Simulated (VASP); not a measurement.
# ZnRe (P-6m2) in VASP: further runs

The runs below take ZnRe through single point, with PBE.

Program: VASP 6.6.1. These are calculated values, not measurements. Logs are shortened: lines on timing, memory, paths and dates and some standing lists are left out, and cuts for length are marked.

**1. The cell of the first run**

It takes space group P-6m2 (No. 187, hexagonal). The conventional cell has a = 2.748 Å, b = 2.748 Å, c = 4.494 Å, α = 90.00°, β = 90.00°, γ = 120.00°. Re (site symmetry -6m2) has 6 Re at 2.75 Å and 6 Zn at 2.75 Å within 3.6 Å. Within 3.6 Å of Zn (site symmetry -6m2) lie 6 Zn at 2.75 Å and 6 Re at 2.75 Å.

**2. Single point, PBE**

INCAR

```
  PREC = Accurate
  ENCUT = 520
  EDIFF = 1E-6
  ISMEAR = 1
  SIGMA = 0.05
  LREAL = False
  LASPH = True
  NELM = 60
  ALGO = Normal
  ISIF = 2
  LWAVE = False
  LCHARG = False
  GGA = PE
  NBANDS = 16
```

KPOINTS

```
regular mesh
0
Gamma
  12 12 7
```

POSCAR

```
ZnRe
1.0
    2.7482183437      0.0000000000      0.0000000000
   -1.3741091718      2.3800269008      0.0000000000
    0.0000000000      0.0000000000      4.4940660000
Re Zn
1 1
Direct
    0.3333333333      0.6666666667      0.5000000000
    0.0000000000      0.0000000000      0.0000000000
```

Potentials or basis: VASP PAW PBE potentials, release 64 (Re, Zn).

The run is started by

```console
> cat potpaw_PBE.64/Re/POTCAR potpaw_PBE.64/Zn/POTCAR > POTCAR
> mpirun -np 1 vasp_std > vasp.out
```

OUTCAR:

```text
PREC = Accurate
   ENCUT = 520
   EDIFF = 1E-6
   ISMEAR = 1
   LREAL = False
   LASPH = True
   NELM = 60
   ISIF = 2
   GGA = PE

 ion  position               nearest neighbor table
   1  0.333  0.667  0.500-   2 2.75   2 2.75   2 2.75   2 2.75   2 2.75   2 2.75
   2  0.000  0.000  0.000-   1 2.75   1 2.75   1 2.75   1 2.75   1 2.75   1 2.75

  LATTYP: Found a hexagonal cell.
 ALAT       =     2.7482183437
 C/A-ratio  =     1.6352652657

  Lattice vectors:

 A1 = (   2.7482183437,   0.0000000000,   0.0000000000)
 A2 = (  -1.3741091718,   2.3800269008,   0.0000000000)
 A3 = (   0.0000000000,   0.0000000000,   4.4940660000)

Analysis of symmetry for initial positions (statically):
=====================================================================
 Subroutine PRICEL returns:
 Original cell was already a primitive cell.

 Routine SETGRP: Setting up the symmetry group for a
 hexagonal supercell.

 Subroutine GETGRP returns: Found 12 space group operations
 (whereof 12 operations were pure point group operations)
 out of a pool of 24 trial point group operations.

The static configuration has the point symmetry D_3h.

Analysis of symmetry for dynamics (positions and initial velocities):
=====================================================================
 Subroutine PRICEL returns:
 Original cell was already a primitive cell.

 Routine SETGRP: Setting up the symmetry group for a
 hexagonal supercell.

 Subroutine GETGRP returns: Found 12 space group operations
 (whereof 12 operations were pure point group operations)
 out of a pool of 24 trial point group operations.

The dynamic configuration has the point symmetry D_3h.

 Subroutine INISYM returns: Found 12 space group operations
 (whereof 12 operations are pure point group operations),
 and found     1 'primitive' translations

----------------------------------------------------------------------------------------

                                     Primitive cell

  volume of cell :      29.3949

  direct lattice vectors                    reciprocal lattice vectors
     2.748218344  0.000000000  0.000000000     0.363872107  0.210081659  0.000000000
    -1.374109172  2.380026901  0.000000000     0.000000000  0.420163318  0.000000000
     0.000000000  0.000000000  4.494066000     0.000000000  0.000000000  0.222515646

  length of vectors
     2.748218344  2.748218344  4.494066000     0.420163318  0.420163318  0.222515646

  position of ions in fractional coordinates (direct lattice)
     0.333333333  0.666666667  0.500000000
     0.000000000  0.000000000  0.000000000

  ion indices of the primitive-cell ions
   primitive index   ion index
                 1           1
                 2           2

----------------------------------------------------------------------------------------

 KPOINTS: regular mesh

Automatic generation of k-mesh.
 Grid dimensions read from file:
 generate k-points for:   12   12    7

 Generating k-lattice:

  Cartesian coordinates                     Fractional coordinates (reciprocal lattice)
     0.030322676  0.017506805  0.000000000     0.083333333  0.000000000  0.000000000
     0.000000000  0.035013610  0.000000000     0.000000000  0.083333333  0.000000000
     0.000000000  0.000000000  0.031787949     0.000000000  0.000000000  0.142857143

  Length of vectors
     0.035013610  0.035013610  0.031787949

  Shift w.r.t. Gamma in fractional coordinates (k-lattice)
     0.000000000  0.000000000  0.000000000

 Subroutine IBZKPT returns following result:
 ===========================================

 Found     76 irreducible k-points:

 Following reciprocal coordinates:
            Coordinates               Weight
  0.000000  0.000000  0.000000      1.000000
  0.083333 -0.000000  0.000000      6.000000
  0.166667  0.000000  0.000000      6.000000
  0.250000  0.000000  0.000000      6.000000
  0.333333  0.000000  0.000000      6.000000
  0.416667  0.000000  0.000000      6.000000
[... 16 lines left out ...]
  0.250000  0.000000  0.142857     12.000000
  0.333333  0.000000  0.142857     12.000000
 [... further k-points ...]
   k-points           NKPTS =     76   k-points in BZ     NKDIM =     76   number of bands    NBANDS=     16
   number of dos      NEDOS =    301   number of ions     NIONS =      2
   total plane-waves  NPLWV =  14400
   dimension x,y,z NGX =    20 NGY =   20 NGZ =   36
   dimension x,y,z NGXF=    40 NGYF=   40 NGZF=   72
   ions per type =               1   1
   NGX,Y,Z   is equivalent  to a cutoff of  12.10, 12.10, 13.32 a.u.
   NGXF,Y,Z  is equivalent  to a cutoff of  24.20, 24.20, 26.63 a.u.
 SYSTEM =  unknown system
   PREC   = accura    normal or accurate (medium, high low for compatibility)
   ISTART =      0    job   : 0-new  1-cont  2-samecut
   ICHARG =      2    charge: 1-file 2-atom 10-const
   ISPIN  =      1    spin polarized calculation?
   LNONCOLLINEAR =      F non collinear calculations
   LSORBIT =      F    spin-orbit coupling
   LASPH  =      T    aspherical Exc in radial PAW
   ENCUT  =  520.0 eV  38.22 Ry    6.18 a.u.   5.11  5.11  8.36*2*pi/ulx,y,z
   NELM   =     60;   NELMIN=  2; NELMDL= -5     # of ELM steps
   EDIFF  = 0.1E-05   stopping-criterion for ELM
   LREAL  =      F    real-space projection
   EDIFFG = 0.1E-04   stopping-criterion for IOM
   NSW    =      0    number of steps for IOM
   IBRION =     -1    ionic relax: 0-MD 1-quasi-New 2-CG
   NFREE  =      0    steps in history (QN), initial steepest desc. (CG)
   ISIF   =      2    stress and relaxation
   ISYM   =      2    0-nonsym 1-usesym 2-fastsym
   POTIM  = 0.5000    time-step for ionic-motion
   TEBEG  =    0.0;   TEEND  =   0.0 temperature during run
   PSTRESS=    0.0 pullay stress
   NELECT =      19.0000    total number of electrons
   NUPDOWN=      -1.0000    fix difference up-down
   EMIN   =  10.00;   EMAX   =-10.00  energy-range for DOS
   EFERMI =   0.00;   METHOD = LEGACY
   ISMEAR =     1;   SIGMA  =   0.05  broadening in eV -4-tet -1-fermi 0-gaus
   EFERMI_NEDOS =   21; number of points for ismear=-14 and -15
   IALGO  =     38    algorithm
   IMIX   =      4    mixing-type and parameters
     AMIX     =   0.40;   BMIX     =  1.00
     AMIX_MAG =   1.60;   BMIX_MAG =  1.00
  volume/ion in A,a.u.               =      14.70        99.18
  Fermi-wavevector in a.u.,A,eV,Ry     =   1.415474  2.674858 27.260173  2.003566
  Thomas-Fermi vector in A             =   2.536909
   LORBIT       =      0    0 simple, 1 ext, 2 COOP (PROOUT), +10 PAW based schemes
   GGA     = PE    functional components
   LHFCALC =     F    Hartree Fock is set to
   AEXX    =    0.0000 exact exchange contribution
   IVDW    =     0    specifies the selected vdW correction
   LEPSILON=     F    determine dielectric tensor
   LRPA    =     F    only Hartree local field effects (RPA)
 non-spin polarized calculation
 Methfessel and Paxton  Order N= 1 SIGMA  =   0.05
  energy-cutoff  :      520.00
  volume of cell :       29.39
 maximum number of plane-waves:       804
   NGX = 11   NGY = 11   NGZ = 17

 number of electron      19.0000012 magnetization

 Free energy of the ion-electron system (eV)
  ---------------------------------------------------
  ext. energy  EPLUGINS =         0.00000000
  ---------------------------------------------------
  free energy    TOTEN  =       -13.06361253 eV

  energy without entropy =      -13.06392786  energy(sigma->0) =      -13.06371764

 E-fermi :   5.4116     XC(G=0): -12.7879

 val. band max:        5.3887247178   @ k =   0.3333   0.0833   0.4286
 cond. band min:       5.4782623481   @ k =   0.2500   0.1667   0.1429
 fundamental gap:      0.0895376303
 Fermi energy:         5.4116089294

 k-point     1 :       0.0000    0.0000    0.0000
  band No.  band energies     occupation
      1      -4.7277      2.00000
      2      -2.3853      2.00000
      3      -1.7625      2.00000
      4      -1.7625      2.00000
      5      -1.3811      2.00000
      6      -1.3811      2.00000
[... 8 lines left out ...]
     15      22.7163      0.00000
     16      22.7166      0.00000

 k-point     2 :       0.0833   -0.0000    0.0000
  band No.  band energies     occupation
      1      -4.5017      2.00000
      2      -2.3114      2.00000
      3      -1.7878      2.00000
      4      -1.7215      2.00000
      5      -1.4322      2.00000
      6      -1.3928      2.00000
[... 8 lines left out ...]
     15      21.1869      0.00000
     16      21.4640      0.00000

 k-point     3 :       0.1667    0.0000    0.0000
  band No.  band energies     occupation
      1      -3.8611      2.00000
      2      -2.1576      2.00000
      3      -1.8271      2.00000
      4      -1.6076      2.00000
      5      -1.5699      2.00000
      6      -1.4250      2.00000
[... 8 lines left out ...]
     15      19.6790      0.00000
     16      21.8398      0.00000

 k-point     4 :       0.2500    0.0000    0.0000
  band No.  band energies     occupation
      1      -2.9572      2.00000
      2      -2.0852      2.00000
      3      -1.7540      2.00000
      4      -1.7105      2.00000
      5      -1.4692      2.00000
      6      -1.4473      2.00000
[... 8 lines left out ...]
     15      18.0918      0.00000
     16      20.8316      0.00000

 k-point     5 :       0.3333    0.0000    0.0000
  band No.  band energies     occupation
      1      -2.4217      2.00000
      2      -1.9556      2.00000
      3      -1.9348      2.00000
      4      -1.5137      2.00000
      5      -1.2814      2.00000
      6      -1.1004      2.00000
[... 8 lines left out ...]
     15      16.7897      0.00000
     16      19.4398      0.00000

 k-point     6 :       0.4167    0.0000    0.0000
  band No.  band energies     occupation
      1      -2.4168      2.00000
      2      -2.0658      2.00000
      3      -1.8324      2.00000
      4      -1.5464      2.00000
      5      -1.1559      2.00000
      6      -0.1381      2.00000
[... 8 lines left out ...]
     15      15.8308      0.00000
     16      18.5572      0.00000

 k-point     7 :       0.5000    0.0000    0.0000
  band No.  band energies     occupation
      1      -2.4365      2.00000
      2      -2.1136      2.00000
      3      -1.8030      2.00000
      4      -1.5585      2.00000
      5      -1.1091      2.00000
      6       0.1655      2.00000
[... 8 lines left out ...]
     15      15.4322      0.00000
     16      17.0615      0.00000

 k-point     8 :       0.0833    0.0833    0.0000
  band No.  band energies     occupation
      1      -4.0671      2.00000
      2      -2.1930      2.00000
      3      -1.8359      2.00000
      4      -1.6339      2.00000
      5      -1.5236      2.00000
      6      -1.4179      2.00000
[... 8 lines left out ...]
     15      18.8415      0.00000
     16      22.3687      0.00000

 k-point     9 :       0.1667    0.0833    0.0000
  band No.  band energies     occupation
      1      -3.2751      2.00000
      2      -2.0611      2.00000
      3      -1.8675      2.00000
      4      -1.6778      2.00000
      5      -1.4636      2.00000
      6      -1.4622      2.00000
[... 8 lines left out ...]
     15      17.2612      0.00000
     16      21.6056      0.00000
[... 172 lines left out ...]
 k-point    19 :       0.3333    0.3333    0.0000
  band No.  band energies     occupation
      1      -2.0454      2.00000
      2      -1.9232      2.00000
      3      -1.7636      2.00000
      4      -1.7535      2.00000
      5      -1.6567      2.00000
      6       2.5931      2.00000
[... 8 lines left out ...]
     15      16.7537      0.00000
     16      17.4412      0.00000

 k-point    20 :       0.0000    0.0000    0.1429
  band No.  band energies     occupation
      1      -4.5347      2.00000
      2      -2.3740      2.00000
      3      -1.7660      2.00000
      4      -1.7660      2.00000
      5      -1.3820      2.00000
      6      -1.3820      2.00000
[... 8 lines left out ...]
     15      22.4477      0.00000
     16      22.6621      0.00000

 k-point    21 :       0.0833   -0.0000    0.1429
  band No.  band energies     occupation
      1      -4.3120      2.00000
      2      -2.2973      2.00000
      3      -1.7905      2.00000
      4      -1.7249      2.00000
      5      -1.4341      2.00000
      6      -1.3924      2.00000
[... 8 lines left out ...]
     15      21.1035      0.00000
     16      21.5466      0.00000

 k-point    22 :       0.1667    0.0000    0.1429
  band No.  band energies     occupation
      1      -3.6860      2.00000
      2      -2.1405      2.00000
      3      -1.8282      2.00000
      4      -1.6110      2.00000
      5      -1.5700      2.00000
      6      -1.4211      2.00000
[... 8 lines left out ...]
     15      19.8736      0.00000
     16      21.4871      0.00000

 k-point    23 :       0.2500    0.0000    0.1429
  band No.  band energies     occupation
      1      -2.8392      2.00000
      2      -2.0711      2.00000
      3      -1.7561      2.00000
      4      -1.6746      2.00000
      5      -1.4683      2.00000
      6      -1.4431      2.00000
[... 8 lines left out ...]
     15      18.3576      0.00000
     16      20.2278      0.00000

 k-point    24 :       0.3333    0.0000    0.1429
  band No.  band energies     occupation
      1      -2.4201      2.00000
      2      -2.0614      2.00000
      3      -1.7991      2.00000
      4      -1.5029      2.00000
      5      -1.2824      2.00000
      6      -1.0116      2.00000
[... 8 lines left out ...]
     15      17.1060      0.00000
     16      18.8090      0.00000

 [... further k-points ...]

------------------------ aborting loop because EDIFF is reached ----------------------------------------

  FORCE on cell =-STRESS in cart. coord.  units (eV):
  Direction    XX          YY          ZZ          XY          YZ          ZX
  --------------------------------------------------------------------------------------
  -------------------------------------------------------------------------------------
  Total       -0.3527302     -0.3527302     -0.1985429     -0.0000000     -0.0000000     -0.0000000
  in kB      -19.2256365    -19.2256365    -10.8216227     -0.0000000     -0.0000000     -0.0000000
  external PRESSURE =     -16.4242986 kB  Pullay stress =       0.0000000 kB

 VOLUME and BASIS-vectors are now :
 -----------------------------------------------------------------------------
  energy-cutoff  :      520.00
  volume of cell :       29.39
      direct lattice vectors                 reciprocal lattice vectors
     2.748218344  0.000000000  0.000000000     0.363872107  0.210081659  0.000000000
    -1.374109172  2.380026901  0.000000000     0.000000000  0.420163318  0.000000000
     0.000000000  0.000000000  4.494066000     0.000000000  0.000000000  0.222515646

 POSITION                                       TOTAL-FORCE (eV/Angst)
 -----------------------------------------------------------------------------------
     -0.00000      1.58668      2.24703        -0.000000     -0.000000      0.000000
      0.00000      0.00000      0.00000         0.000000      0.000000      0.000000
 -----------------------------------------------------------------------------------
    total drift:                               -0.000000      0.000000      0.000000

  FREE ENERGIE OF THE ION-ELECTRON SYSTEM (eV)
  ---------------------------------------------------
  free  energy   TOTEN  =       -13.0636125310 eV

  energy  without entropy=      -13.0639278639  energy(sigma->0) =      -13.06371764
```

Wall time 38 s (1 thread of Intel Xeon 8259CL, shared host); peak memory 0.17 GiB.

Results:

```
Free energy            : -13.0636 eV
Pressure               : -1.6 GPa
Band gap on the k mesh : zero (an odd number of electrons rules out a gap without spin polarisation)
```

Caveat: spin-orbit coupling is left out, which moves the levels of the heavy elements.

**3. Single point, PBE**

INCAR

```
SYSTEM = ZnRe
PREC     = Accurate       ! precision mode
ENCUT    = 520            ! plane-wave cutoff, eV
EDIFF    = 1E-7           ! SCF threshold, eV
ISMEAR   = 1              ! smearing method
SIGMA    = 0.05           ! smearing width, eV
LREAL    = .FALSE.        ! projectors in reciprocal space
LASPH    = .TRUE.         ! aspherical terms in the spheres
NELM     = 60             ! most SCF steps
ALGO     = Normal         ! electronic algorithm
ISIF     = 2              ! what is computed and relaxed
LWAVE    = .FALSE.        ! write WAVECAR
LCHARG   = .TRUE.         ! write CHGCAR
GGA      = PE             ! functional
LELF     = .TRUE.         ! ELF
LVHAR    = .TRUE.       
NBANDS   = 16             ! bands
```

KPOINTS

```
Automatic mesh
0
G
  15 15 8
  0 0 0
```

POSCAR is that of step 2.

Potentials or basis: VASP PAW PBE potentials, release 64 (Re, Zn).

The run is started by

```console
> cat potpaw_PBE.64/Re/POTCAR potpaw_PBE.64/Zn/POTCAR > POTCAR
> mpirun -np 1 vasp_std > vasp.out
```

It took 87 s on 1 thread of Intel Xeon 8259CL, shared host; peak memory 0.2 GiB.

Results (log left out):

```yaml
Free_energy: -13.0522 eV
Pressure: -1.6 GPa
Band_gap_on_the_k_mesh: zero (an odd number of electrons rules out a gap without spin polarisation)
```

Stress tensor (GPa, compression positive):
```
-1.39  0.00  0.00
 0.00 -1.39  0.00
 0.00  0.00 -2.01
```

Levels at points of the mesh, in eV from the Fermi level:
| k point | band 8 | band 9 | band 10 | band 11 | band 12 | band 13 |
| --- | --- | --- | --- | --- | --- | --- |
| (0.00, 0.00, 0.00) | -1.54 | -1.22 | -1.22 | 1.71 | 1.71 | 4.73 |
| (0.00, 0.00, 0.50) | -3.12 | -1.14 | -1.14 | 1.64 | 1.64 | 9.51 |

Caveat: spin-orbit coupling is left out, which moves the levels of the heavy elements.

**4. Single point, PBE**

INCAR

```
SYSTEM = ZnRe
  ALGO = Normal
  EDIFF = 1E-7
  ENCUT = 520
  GGA = PE
  ISIF = 2
  ISMEAR = 1
  LASPH = .True.
  LCHARG = .True.
  LELF = .True.
  LREAL = .False.
  LVHAR = .True.
  LWAVE = .False.
  NBANDS = 16
  NELM = 100
  PREC = Accurate
  SIGMA = 0.05
```

KPOINTS

```
k-points
0
Gamma
  18 18 10
  0 0 0
```

POSCAR is that of step 3.

The run is started by

```console
> cat potpaw_PBE.64/Re/POTCAR potpaw_PBE.64/Zn/POTCAR > POTCAR
> mpirun -np 1 vasp_std > vasp.out
```

Wall time 2.3 min (1 thread of Intel Xeon 8259CL, shared host); peak memory 0.24 GiB.

The run converged. Its results:

- Free energy: -13.0563 eV
- Pressure: -1.6 GPa
- Band gap on the k mesh: zero (an odd number of electrons rules out a gap without spin polarisation)

Stress tensor (GPa, compression positive):
```
-1.56  0.00  0.00
 0.00 -1.56  0.00
 0.00  0.00 -1.69
```

Levels at points of the mesh, in eV from the Fermi level:
```csv
k point,band 7,band 8,band 9,band 10,band 11,band 12,band 13,band 14
"(0.00, 0.00, 0.00)",-5.03,-1.55,-1.27,-1.27,1.68,1.68,4.72,14.69
"(0.50, 0.00, 0.00)",-3.98,-3.27,-1.65,0.73,4.14,4.94,6.36,6.65
"(0.00, 0.00, 0.50)",-6.93,-3.13,-1.18,-1.18,1.62,1.62,9.50,14.07
"(0.50, 0.00, 0.50)",-4.61,-1.38,-0.49,0.24,1.11,4.09,4.15,8.44
```

Caveat: spin-orbit coupling is left out, which moves the levels of the heavy elements.

**5. The runs side by side**

| k mesh | gap on the mesh (eV) | pressure (GPa) |
| --- | --- | --- |
| 12 × 12 × 7 | none | -1.6 |
| 15 × 15 × 8 | none | -1.6 |
| 18 × 18 × 10 | none | -1.6 |

Alike in all rows: task single point; level PBE; potentials or basis VASP PAW PBE potentials, release 64 (Re, Zn); no spin polarisation; cell as given; cutoff (eV) 520; smearing methfessel-paxton 0.05 eV.

Caveats: spin-orbit coupling is left out, which moves the levels of the heavy elements.

Absolute energies hang on the potentials; compare differences alone.
